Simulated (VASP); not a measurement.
Write the native input for VASP 6.6.1 that does the following.

```yaml
Task: single point
Functional: B3LYP
Potentials_or_basis: VASP PAW PBE potentials, release 64 (Eu, S)
Cutoff: 520 eV
k_mesh: 4 × 4 × 4
Occupations: fermi-dirac, width 0.05 eV
Spin: collinear spin, ferromagnetic start
Starting_moments: "[7.0, 0.0] μB"
Dipole_correction: no
Grid_for_exact_exchange_PRECFOCK: Normal
Further_INCAR_settings: ALGO = Normal; EDIFF = 1e-06; NBANDS = 22
Share_of_exact_exchange: 0.2
```

Crystal: EuS.

```
Eu S
1.0
     0.00000    2.97850    2.97850
     2.97850    0.00000    2.97850
     2.97850    2.97850    0.00000
Eu S
1 1
Cartesian
  0.0000 0.0000 0.0000
  2.9785 2.9785 2.9785
```

One way to write it, as run:

POSCAR

```
EuS
1.0
    0.0000000000      2.9785000000      2.9785000000
    2.9785000000      0.0000000000      2.9785000000
    2.9785000000      2.9785000000      0.0000000000
Eu S
1 1
Direct
    0.0000000000      0.0000000000      0.0000000000
    0.5000000000      0.5000000000      0.5000000000
```

INCAR.step1

```
SYSTEM = EuS
PREC = Accurate
ENCUT = 520
EDIFF = 1E-5
ISMEAR = -1
SIGMA = 0.05
LREAL = .FALSE.
LASPH = .TRUE.
NELM = 200
ALGO = Normal
ISIF = 2
LWAVE = .TRUE.
LCHARG = .FALSE.
ISPIN = 2
MAGMOM = 7 0
LORBIT = 11
LMAXMIX = 6
NBANDS = 22
GGA = PE
GGA_COMPAT = .FALSE.
```

INCAR.step2

```
SYSTEM = EuS
PREC = Accurate
ENCUT = 520
EDIFF = 1E-6
ISMEAR = -1
SIGMA = 0.05
LREAL = .FALSE.
LASPH = .TRUE.
NELM = 200
ALGO = Normal
ISIF = 2
LWAVE = .FALSE.
LCHARG = .FALSE.
ISPIN = 2
MAGMOM = 7 0
LORBIT = 11
LMAXMIX = 6
GGA = B3
LHFCALC = .TRUE.
AEXX = 0.2
AGGAX = 0.72
AGGAC = 0.81
ALDAC = 0.19
PRECFOCK = Normal
NBANDS = 22
ISTART = 1
GGA_COMPAT = .FALSE.
```

KPOINTS

```
Automatic mesh
0
G
  4 4 4
  0 0 0
```

Potentials or basis: VASP PAW PBE potentials, release 64 (Eu, S).

The run is started by

```console
$ cat potpaw_PBE.64/Eu/POTCAR potpaw_PBE.64/S/POTCAR > POTCAR
$ cp INCAR.step1 INCAR
$ mpirun -np 1 vasp_std > vasp.out
$ cp INCAR.step2 INCAR
$ mpirun -np 1 vasp_std > vasp.out
```

It gave:

The pressure is 2.1 GPa, the band gap on the k mesh is 0.92 eV (least direct gap 1.12 eV) and the net moment is 7.00 μB per cell. The site moments are Eu +6.72; S -0.05 μB. The valence electrons inside the program's atomic spheres are Eu 14.87; S 3.81.

Caveat: the k points lie up to 0.46 Å⁻¹ apart; the PAW data sets were made with another functional, which shifts forces and pressure a little; spin-orbit coupling is left out, which moves the levels of the heavy elements; a cell with one magnetic atom can't hold antiferromagnetic order, which such compounds often take.

Run time: 24 min on 1 thread of Intel(R) Xeon(R) Platinum 8259CL CPU @ 2.50GHz (Skylake/Cascade Lake), on a shared host, peak memory 0.22 GiB.
